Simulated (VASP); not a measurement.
# Sr (P6_3/mmc) in VASP: notebook

Sr is run at these levels: PBE; tasks: single point, relaxation of cell and atoms.

Program: VASP 6.6.1. These are calculated values, not measurements. Logs are shortened: lines on timing, memory, paths and dates and some standing lists are left out, and cuts for length are marked.

## (1) The cell of the first run

Symmetry: P6_3/mmc, No. 194, hexagonal system. Conventional cell: a = 4.270 Å, b = 4.270 Å, c = 6.986 Å, α = 90.00°, β = 90.00°, γ = 120.00°. Within 5.6 Å of Sr (site symmetry -6m2) lie 12 Sr at 4.27 to 4.28 Å.

This isn't the form of Sr at room conditions, which is fcc.

## (2) Single point, PBE

Input file INCAR:

```
SYSTEM = Sr
PREC = Accurate ; ENCUT = 520
EDIFF = 1E-6 ; ISMEAR = 0
SIGMA = 0.1 ; LREAL = .False.
LASPH = .True. ; NELM = 60
ALGO = Fast ; ISIF = 2
LWAVE = .False. ; LCHARG = .False.
GGA = PE ; NBANDS = 17
```

Input file KPOINTS:

```
Automatic mesh
0
Gamma
  12 12 8
  0 0 0
```

Input file POSCAR:

```
Sr
1.0
    4.2702470411      0.0000000000      0.0000000000
   -2.1351235205      3.6981424181      0.0000000000
    0.0000000000      0.0000000000      6.9864286759
Sr
2
Direct
    0.3333333333      0.6666666667      0.2500000000
    0.6666666667      0.3333333333      0.7500000000
```

Potentials or basis: VASP PAW PBE potentials, release 64 (Sr_sv).

Started as:

```console
$ cat potpaw_PBE.64/Sr_sv/POTCAR > POTCAR
$ mpirun -np 1 vasp_std > vasp.out
```

OUTCAR:

```text
SYSTEM = Sr
   PREC = Accurate
   ENCUT = 520
   EDIFF = 1E-6
   ISMEAR = 0
   LREAL = .False.
   LASPH = .True.
   NELM = 60
   ISIF = 2
   GGA = PE

 ion  position               nearest neighbor table
   1  0.333  0.667  0.250-   2 4.28   2 4.28   2 4.28   2 4.28   2 4.28   2 4.28
   2  0.667  0.333  0.750-   1 4.28   1 4.28   1 4.28   1 4.28   1 4.28   1 4.28

  LATTYP: Found a hexagonal cell.
 ALAT       =     4.2702470411
 C/A-ratio  =     1.6360713113

  Lattice vectors:

 A1 = (   4.2702470411,   0.0000000000,   0.0000000000)
 A2 = (  -2.1351235205,   3.6981424181,   0.0000000000)
 A3 = (   0.0000000000,   0.0000000000,   6.9864286759)

Analysis of symmetry for initial positions (statically):
=====================================================================
 Subroutine PRICEL returns:
 Original cell was already a primitive cell.

 Routine SETGRP: Setting up the symmetry group for a
 hexagonal supercell.

 Subroutine GETGRP returns: Found 24 space group operations
 (whereof 12 operations were pure point group operations)
 out of a pool of 24 trial point group operations.

The static configuration has the point symmetry D_3d.
 The point group associated with its full space group is D_6h.

Analysis of symmetry for dynamics (positions and initial velocities):
=====================================================================
 Subroutine PRICEL returns:
 Original cell was already a primitive cell.

 Routine SETGRP: Setting up the symmetry group for a
 hexagonal supercell.

 Subroutine GETGRP returns: Found 24 space group operations
 (whereof 12 operations were pure point group operations)
 out of a pool of 24 trial point group operations.

The dynamic configuration has the point symmetry D_3d.
 The point group associated with its full space group is D_6h.

 Subroutine INISYM returns: Found 24 space group operations
 (whereof 12 operations are pure point group operations),
 and found     1 'primitive' translations

----------------------------------------------------------------------------------------

                                     Primitive cell

  volume of cell :     110.3296

  direct lattice vectors                    reciprocal lattice vectors
     4.270247041  0.000000000  0.000000000     0.234178489  0.135203014  0.000000000
    -2.135123521  3.698142418  0.000000000     0.000000000  0.270406027  0.000000000
     0.000000000  0.000000000  6.986428676     0.000000000  0.000000000  0.143134647

  length of vectors
     4.270247041  4.270247041  6.986428676     0.270406027  0.270406027  0.143134647

  position of ions in fractional coordinates (direct lattice)
     0.333333333  0.666666667  0.250000000
     0.666666667  0.333333333  0.750000000

  ion indices of the primitive-cell ions
   primitive index   ion index
                 1           1
                 2           2

----------------------------------------------------------------------------------------

 KPOINTS: Automatic mesh

Automatic generation of k-mesh.
 Grid dimensions read from file:
 generate k-points for:   12   12    8

 Generating k-lattice:

  Cartesian coordinates                     Fractional coordinates (reciprocal lattice)
     0.019514874  0.011266918  0.000000000     0.083333333  0.000000000  0.000000000
     0.000000000  0.022533836  0.000000000     0.000000000  0.083333333  0.000000000
     0.000000000  0.000000000  0.017891831     0.000000000  0.000000000  0.125000000

  Length of vectors
     0.022533836  0.022533836  0.017891831

  Shift w.r.t. Gamma in fractional coordinates (k-lattice)
     0.000000000  0.000000000  0.000000000

 Subroutine IBZKPT returns following result:
 ===========================================

 Found     95 irreducible k-points:

 Following reciprocal coordinates:
            Coordinates               Weight
  0.000000  0.000000  0.000000      1.000000
  0.083333  0.000000  0.000000      6.000000
  0.166667  0.000000  0.000000      6.000000
  0.250000  0.000000  0.000000      6.000000
  0.333333  0.000000  0.000000      6.000000
  0.416667  0.000000  0.000000      6.000000
[... 16 lines left out ...]
  0.250000  0.000000  0.125000     12.000000
  0.333333  0.000000  0.125000     12.000000
 [... further k-points ...]
   k-points           NKPTS =     95   k-points in BZ     NKDIM =     95   number of bands    NBANDS=     17
   number of dos      NEDOS =    301   number of ions     NIONS =      2
   total plane-waves  NPLWV =  55296
   dimension x,y,z NGX =    32 NGY =   32 NGZ =   54
   dimension x,y,z NGXF=    64 NGYF=   64 NGZF=  108
   ions per type =               2
   NGX,Y,Z   is equivalent  to a cutoff of  12.46, 12.46, 12.85 a.u.
   NGXF,Y,Z  is equivalent  to a cutoff of  24.92, 24.92, 25.70 a.u.
 SYSTEM =  Sr
   PREC   = accura    normal or accurate (medium, high low for compatibility)
   ISTART =      0    job   : 0-new  1-cont  2-samecut
   ICHARG =      2    charge: 1-file 2-atom 10-const
   ISPIN  =      1    spin polarized calculation?
   LNONCOLLINEAR =      F non collinear calculations
   LSORBIT =      F    spin-orbit coupling
   LASPH  =      T    aspherical Exc in radial PAW
   ENCUT  =  520.0 eV  38.22 Ry    6.18 a.u.   7.94  7.94 12.99*2*pi/ulx,y,z
   NELM   =     60;   NELMIN=  2; NELMDL= -5     # of ELM steps
   EDIFF  = 0.1E-05   stopping-criterion for ELM
   LREAL  =      F    real-space projection
   EDIFFG = 0.1E-04   stopping-criterion for IOM
   NSW    =      0    number of steps for IOM
   IBRION =     -1    ionic relax: 0-MD 1-quasi-New 2-CG
   NFREE  =      0    steps in history (QN), initial steepest desc. (CG)
   ISIF   =      2    stress and relaxation
   ISYM   =      2    0-nonsym 1-usesym 2-fastsym
   POTIM  = 0.5000    time-step for ionic-motion
   TEBEG  =    0.0;   TEEND  =   0.0 temperature during run
   PSTRESS=    0.0 pullay stress
   NELECT =      20.0000    total number of electrons
   NUPDOWN=      -1.0000    fix difference up-down
   EMIN   =  10.00;   EMAX   =-10.00  energy-range for DOS
   EFERMI =   0.00;   METHOD = LEGACY
   ISMEAR =     0;   SIGMA  =   0.10  broadening in eV -4-tet -1-fermi 0-gaus
   EFERMI_NEDOS =   21; number of points for ismear=-14 and -15
   IALGO  =     68    algorithm
   IMIX   =      4    mixing-type and parameters
     AMIX     =   0.40;   BMIX     =  1.00
     AMIX_MAG =   1.60;   BMIX_MAG =  1.00
  volume/ion in A,a.u.               =      55.16       372.27
  Fermi-wavevector in a.u.,A,eV,Ry     =   0.926519  1.750867 11.679744  0.858437
  Thomas-Fermi vector in A             =   2.052490
   LORBIT       =      0    0 simple, 1 ext, 2 COOP (PROOUT), +10 PAW based schemes
   GGA     = PE    functional components
   LHFCALC =     F    Hartree Fock is set to
   AEXX    =    0.0000 exact exchange contribution
   IVDW    =     0    specifies the selected vdW correction
   LEPSILON=     F    determine dielectric tensor
   LRPA    =     F    only Hartree local field effects (RPA)
 non-spin polarized calculation
 RMM-DIIS sequential band-by-band and
 Gauss-broadening in eV      SIGMA  =   0.10
  energy-cutoff  :      520.00
  volume of cell :      110.33
 maximum number of plane-waves:      2998
 NGX is ok and might be reduce to    32
   NGX = 15   NGY = 15   NGZ = 25

 number of electron      20.0000000 magnetization

 Free energy of the ion-electron system (eV)
  ---------------------------------------------------
  ext. energy  EPLUGINS =         0.00000000
  ---------------------------------------------------
  free energy    TOTEN  =        -3.27521341 eV

  energy without entropy =       -3.26431272  energy(sigma->0) =       -3.26976307

 E-fermi :   1.6004     XC(G=0):  -7.3411

 val. band max:        1.5966496982   @ k =   0.3333   0.0000   0.0000
 cond. band min:       1.6009569325   @ k =   0.1667   0.1667   0.0000
 fundamental gap:      0.0043072343
 Fermi energy:         1.6003510794

 k-point     1 :       0.0000    0.0000    0.0000
  band No.  band energies     occupation
      1     -35.0471      2.00000
      2     -35.0335      2.00000
      3     -17.1260      2.00000
      4     -16.9628      2.00000
      5     -16.9628      2.00000
      6     -16.9364      2.00000
[... 9 lines left out ...]
     16       4.2805      0.00000
     17       4.7975      0.00000

 k-point     2 :       0.0833    0.0000    0.0000
  band No.  band energies     occupation
      1     -35.0462      2.00000
      2     -35.0331      2.00000
      3     -17.1217      2.00000
      4     -16.9727      2.00000
      5     -16.9659      2.00000
      6     -16.9467      2.00000
[... 9 lines left out ...]
     16       4.3741      0.00000
     17       4.6744      0.00000

 k-point     3 :       0.1667    0.0000    0.0000
  band No.  band energies     occupation
      1     -35.0440      2.00000
      2     -35.0320      2.00000
      3     -17.1095      2.00000
      4     -16.9999      2.00000
      5     -16.9745      2.00000
      6     -16.9743      2.00000
[... 9 lines left out ...]
     16       4.3571      0.00000
     17       4.4611      0.00000

 k-point     4 :       0.2500    0.0000    0.0000
  band No.  band energies     occupation
      1     -35.0407      2.00000
      2     -35.0306      2.00000
      3     -17.0912      2.00000
      4     -17.0372      2.00000
      5     -17.0115      2.00000
      6     -16.9854      2.00000
[... 9 lines left out ...]
     16       4.6717      0.00000
     17       4.6848      0.00000
[... 343 lines left out ...]
      1     -35.0435      2.00000
      2     -35.0325      2.00000
      3     -17.1042      2.00000
      4     -16.9980      2.00000
      5     -16.9787      2.00000
      6     -16.9731      2.00000
[... 9 lines left out ...]
     16       4.4452      0.00000
     17       4.6599      0.00000

 k-point    23 :       0.2500    0.0000    0.1250
  band No.  band energies     occupation
      1     -35.0404      2.00000
      2     -35.0310      2.00000
      3     -17.0896      2.00000
      4     -17.0331      2.00000
      5     -17.0152      2.00000
      6     -16.9841      2.00000
[... 9 lines left out ...]
     16       4.6767      0.00000
     17       4.7516      0.00000

 k-point    24 :       0.3333    0.0000    0.1250
  band No.  band energies     occupation
      1     -35.0370      2.00000
      2     -35.0298      2.00000
      3     -17.0869      2.00000
      4     -17.0573      2.00000
      5     -17.0470      2.00000
      6     -16.9947      2.00000
[... 9 lines left out ...]
     16       5.0860      0.00000
     17       5.2073      0.00000

 [... further k-points ...]

------------------------ aborting loop because EDIFF is reached ----------------------------------------

  FORCE on cell =-STRESS in cart. coord.  units (eV):
  Direction    XX          YY          ZZ          XY          YZ          ZX
  --------------------------------------------------------------------------------------
  -------------------------------------------------------------------------------------
  Total        0.0104481      0.0104481      0.0464135      0.0000000      0.0000000      0.0000000
  in kB        0.1517249      0.1517249      0.6740054      0.0000000      0.0000000      0.0000000
  external PRESSURE =       0.3258184 kB  Pullay stress =       0.0000000 kB

 VOLUME and BASIS-vectors are now :
 -----------------------------------------------------------------------------
  energy-cutoff  :      520.00
  volume of cell :      110.33
      direct lattice vectors                 reciprocal lattice vectors
     4.270247041  0.000000000  0.000000000     0.234178489  0.135203014  0.000000000
    -2.135123521  3.698142418  0.000000000     0.000000000  0.270406027  0.000000000
     0.000000000  0.000000000  6.986428676     0.000000000  0.000000000  0.143134647

 POSITION                                       TOTAL-FORCE (eV/Angst)
 -----------------------------------------------------------------------------------
     -0.00000      2.46543      1.74661         0.000000     -0.000000     -0.000000
      2.13512      1.23271      5.23982        -0.000000      0.000000      0.000000
 -----------------------------------------------------------------------------------
    total drift:                               -0.000000      0.000000     -0.000000

  FREE ENERGIE OF THE ION-ELECTRON SYSTEM (eV)
  ---------------------------------------------------
  free  energy   TOTEN  =        -3.2752134089 eV

  energy  without entropy=       -3.2643127244  energy(sigma->0) =       -3.26976307
```

It took 62 s on 1 thread of Intel Xeon 6975P-C (Granite Rapids), shared host; peak memory 0.32 GiB.

Results:

| Property | Result |
| --- | --- |
| Free energy | -3.2752 eV |
| Pressure | 0.0 GPa |
| Band gap on the k mesh | zero (bands 10 and 11 overlap by 0.28 eV) |

## (3) Relaxation of cell and atoms, PBE

This run uses another cell than the first one, of 45.10 Å³/atom.

Input file INCAR:

```
PREC = Accurate
ENCUT = 600
EDIFF = 1E-6
ISMEAR = 0
SIGMA = 0.1
LREAL = False
LASPH = True
NELM = 60
ALGO = Fast
ISIF = 3
LWAVE = False
LCHARG = False
GGA = PE
IBRION = 2
NSW = 80
EDIFFG = -0.01
```

Input file KPOINTS:

```
regular mesh
0
Gamma
  12 12 8
```

Input file POSCAR:

```
Sr
1.0
    4.0204725225      0.0000000000      0.0000000000
   -2.0102362612      3.4818313397      0.0000000000
    0.0000000000      0.0000000000      6.4432033979
Sr
2
Direct
    0.3333333333      0.6666666667      0.2500000000
    0.6666666667      0.3333333333      0.7500000000
```

Potentials or basis: VASP PAW PBE potentials, release 64 (Sr_sv).

Started as:

```console
$ cat potpaw_PBE.64/Sr_sv/POTCAR > POTCAR
$ mpirun -np 1 vasp_std > vasp.out
```

It took 5.3 min on 1 thread of Intel Xeon 6975P-C (Granite Rapids), shared host; peak memory 0.33 GiB.

Results (log left out):

```
Free energy                           : -3.2746 eV
Relaxed volume                        : 55.28 Å³/atom
Relaxed cell                          : a = 4.270 Å, b = 4.270 Å, c = 7.002 Å, α = 90.00°, β = 90.00°, γ = 120.00°
Space group after relaxing (to 0.1 Å) : P6_3/mmc (No. 194)
Energy gained by relaxing             : 91.9 meV/atom
Ionic steps                           : 8
Pressure after relaxing               : 0.0 GPa
Band gap on the k mesh                : zero (bands 10 and 11 overlap by 0.28 eV)
```

Step by step:
```csv
step,energy change (eV),largest force (eV/Å),pressure (GPa),volume (Å³)
1,0.0000,0.0000,3.25,90.20
2,-0.1603,0.0000,0.97,102.66
3,-0.1815,0.0000,-0.27,113.36
4,-0.1838,0.0000,-0.01,110.82
5,-0.1838,0.0000,0.03,110.38
6,-0.1838,0.0000,0.03,110.35
7,-0.1838,0.0000,0.03,110.32
8,-0.1839,0.0000,0.01,110.56
```

Final structure:
```cif
data_structure
_symmetry_space_group_name_H-M 'P 1'
_symmetry_Int_Tables_number 1
_cell_length_a 4.2701
_cell_length_b 4.2701
_cell_length_c 7.0017
_cell_angle_alpha 90.000
_cell_angle_beta 90.000
_cell_angle_gamma 120.000
_cell_volume 110.56
loop_
_atom_site_label
_atom_site_type_symbol
_atom_site_fract_x
_atom_site_fract_y
_atom_site_fract_z
_atom_site_occupancy
Sr1 Sr 0.33333 0.66667 0.25000 1
Sr2 Sr 0.66667 0.33333 0.75000 1
```

Levels at points of the mesh, in eV from the Fermi level:
```csv
k point,band 7,band 8,band 9,band 10,band 11,band 12,band 13,band 14
"(0.00, 0.00, 0.00)",-18.54,-18.54,-3.67,-1.16,0.02,2.26,2.28,2.28
"(0.50, 0.00, 0.00)",-18.58,-18.57,-1.13,-0.56,0.05,0.23,1.28,1.85
"(0.00, 0.00, 0.50)",-18.55,-18.55,-2.73,-2.73,1.24,1.24,2.27,2.27
"(0.50, 0.00, 0.50)",-18.59,-18.59,-0.82,-0.82,0.22,0.22,1.30,1.30
```

Caveat: the volume moved by over 15 % at a fixed basis, so the end points are rough.
